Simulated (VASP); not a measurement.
Wanted: the native input for a VASP 6.6.1 run.

```
Task                   : single point
Functional             : PBEsol
Dispersion             : D3(BJ)
Potentials or basis    : VASP PAW PBE potentials, release 64 (Sn_d, S)
Cutoff                 : 500 eV
k mesh                 : 8 × 8 × 4
Occupations            : gaussian, width 0.05 eV
Spin                   : no spin polarisation
Dipole correction      : no
Further INCAR settings : ALGO = Normal; EDIFF = 1e-06; NBANDS = 20
```

The structure of SnS2 lies in POSCAR:

```
SnS2
1.0
    3.6102973339      0.0000000000      0.0000000000
   -1.8051486669      3.1266092064      0.0000000000
    0.0000000000      0.0000000000      5.4575443550
Sn S
1 2
Direct
    0.0000000000      0.0000000000      0.0000000000
    0.3333333333      0.6666666667      0.2702655477
    0.6666666667      0.3333333333      0.7297344523
```

One way to write it, as run:

INCAR

```
ALGO = Normal ; EDIFF = 1E-6
ENCUT = 500 ; GGA = PS
GGA_COMPAT = False ; ISIF = 2
ISMEAR = 0 ; IVDW = 12
LASPH = True ; LCHARG = False
LREAL = False ; LWAVE = False
NBANDS = 20 ; NELM = 120
PREC = Accurate ; SIGMA = 0.05
```

KPOINTS

```
k-points
0
Gamma
  8 8 4
```

Potentials or basis: VASP PAW PBE potentials, release 64 (Sn_d, S).

Run with:

```bash
$ cat potpaw_PBE.64/Sn_d/POTCAR potpaw_PBE.64/S/POTCAR > POTCAR
$ mpirun -np 1 vasp_std > vasp.out
```

It gave:

The pressure is 1.2 GPa, the largest force is 0.016 eV/Å and the band gap on the k mesh is 1.02 eV (least direct gap 1.56 eV). The dispersion energy per atom is -0.316 eV.

Caveat: the PAW data sets were made with another functional, which shifts forces and pressure a little; spin-orbit coupling is left out, which moves the levels of the heavy elements.

Wall time 20 s on 1 thread of AMD EPYC 9R45 96-Core Processor (Zen 5), with other jobs on the host, peak memory 0.18 GiB.
